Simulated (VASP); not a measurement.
Set up this calculation in VASP 6.6.1, as the native input.

| Quantity | Value |
| --- | --- |
| Task | single point |
| Functional | PBE |
| Potentials or basis | VASP PAW PBE potentials, release 64 (Si, P) |
| Cutoff | 500 eV |
| k mesh | 3 × 3 × 3 |
| Occupations | gaussian, width 0.2 eV |
| Spin | no spin polarisation |
| Dipole correction | no |
| Further INCAR settings | ALGO = Normal; EDIFF = 1e-06; NBANDS = 30 |

The structure of SiP7 lies in POSCAR:

```
SiP7
1.0
    4.9488217745      0.0000000000      0.0000000000
    0.0000000000      4.9488217745      0.0000000000
    0.0000000000      0.0000000000      4.9488217745
Si P
1 7
Direct
    0.0000000000      0.0000000000      0.0000000000
    0.5000000000      0.0000000000      0.0000000000
    0.0000000000      0.5000000000      0.0000000000
    0.0000000000      0.0000000000      0.5000000000
    0.0000000000      0.5000000000      0.5000000000
    0.5000000000      0.0000000000      0.5000000000
    0.5000000000      0.5000000000      0.0000000000
    0.5000000000      0.5000000000      0.5000000000
```

The input as run:

INCAR

```
ALGO     = Normal         # electronic algorithm
EDIFF    = 1E-6           # SCF threshold, eV
ENCUT    = 500            # plane-wave cutoff, eV
GGA      = PE             # functional
GGA_COMPAT= False        
ISIF     = 2              # what is computed and relaxed
ISMEAR   = 0              # smearing method
LASPH    = True           # aspherical terms in the spheres
LCHARG   = False          # write CHGCAR
LREAL    = False          # projectors in reciprocal space
LWAVE    = False          # write WAVECAR
NBANDS   = 30             # bands
NELM     = 120            # most SCF steps
PREC     = Accurate       # precision mode
SIGMA    = 0.2            # smearing width, eV
```

KPOINTS

```
k-points
0
Gamma
  3 3 3
```

Potentials or basis: VASP PAW PBE potentials, release 64 (Si, P).

Run with:

```bash
$ cat potpaw_PBE.64/Si/POTCAR potpaw_PBE.64/P/POTCAR > POTCAR
$ mpirun -np 1 vasp_std > vasp.out
```

Results of the run:

The pressure is -0.5 GPa.

Caveat: the k points lie up to 0.42 Å⁻¹ apart.

Run time: 17 s on 1 thread of Intel(R) Xeon(R) Platinum 8488C (Sapphire Rapids), on a shared host, peak memory 0.19 GiB.
